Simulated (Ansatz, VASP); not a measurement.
## C in VASP and in Ansatz

Contents of INCAR:

```
  PREC = Accurate
  ENCUT = 600
  EDIFF = 1E-6
  ISMEAR = 0
  SIGMA = 0.15
  LREAL = False
  LASPH = True
  NELM = 120
  ALGO = Normal
  ISIF = 2
  LWAVE = False
  LCHARG = True
  GGA = PE
  IVDW = 12
  LELF = True
  LVHAR = True
  NBANDS = 16
  GGA_COMPAT = False
```

KPOINTS

```
regular mesh
0
Gamma
  24 24 2
```

The input POSCAR:

```
C
1.0
    2.0954776777      0.0000000000      0.0000000000
   -1.0477388388      2.4552322791      0.0000000000
    0.0000000000      0.0000000000     23.9222939139
C
4
Direct
    0.0000000000      0.0000000000      0.5711557753
    0.0000000000      0.0000000000      0.4288442247
    0.3333333333      0.6666666667      0.4288237756
    0.6666666667      0.3333333333      0.5711762244
```

Input for Ansatz:

```yaml
crystal:
  lattice:
    - [2.0954776777, 0.0, 0.0]
    - [-1.0477388388, 2.4552322791, 0.0]
    - [0.0, 0.0, 23.9222939139]
  atoms:
    - { symbol: C, position: [0.0, 0.0, 0.5711557753] }
    - { symbol: C, position: [0.0, 0.0, 0.4288442247] }
    - { symbol: C, position: [0.3333333333, 0.6666666667, 0.4288237756] }
    - { symbol: C, position: [0.6666666667, 0.3333333333, 0.5711762244] }
basis:
  ecutwfc: 420
kpoints:
  mp_grid: { grid: [24, 24, 2] }
hamiltonian:
  xc: pbe
  dispersion: d3bj
scf:
  occupations: { method: gaussian, width: 0.15 }
output:
  forces: true
  stress: true
  eigenvalues: true
```

Change from the starting cell: strain -0.1500 x Voigt [1, -1, 0, 0, 0, 0], atoms carried along.

Alike in both runs: task single point; functional PBE; dispersion D3(BJ); k mesh 24 × 24 × 2; occupations gaussian, width 0.15 eV; no spin polarisation.

|  | VASP | Ansatz |
| --- | --- | --- |
| version | VASP 6.6.1 | Ansatz 0.2.0 |
| potentials or method | VASP PAW PBE potentials, release 64 (C), cutoff 600 eV | scalar-relativistic, plane waves, PAW |
| valence electrons in the cell | 16 | 16 |

Ansatz gave:

* gap on the k mesh at the Fermi level (eV): 0.23
* least direct gap on the mesh (eV): 0.23
* rms of the force components (eV/Å): 0.893

Question: What did VASP give for the same quantities?

Answer: gap on the k mesh at the Fermi level (eV): 0.23; least direct gap on the mesh (eV): 0.23; rms of the force components (eV/Å): 0.934.

Atom by atom the forces differ by 0.042 eV/Å (rms over components).
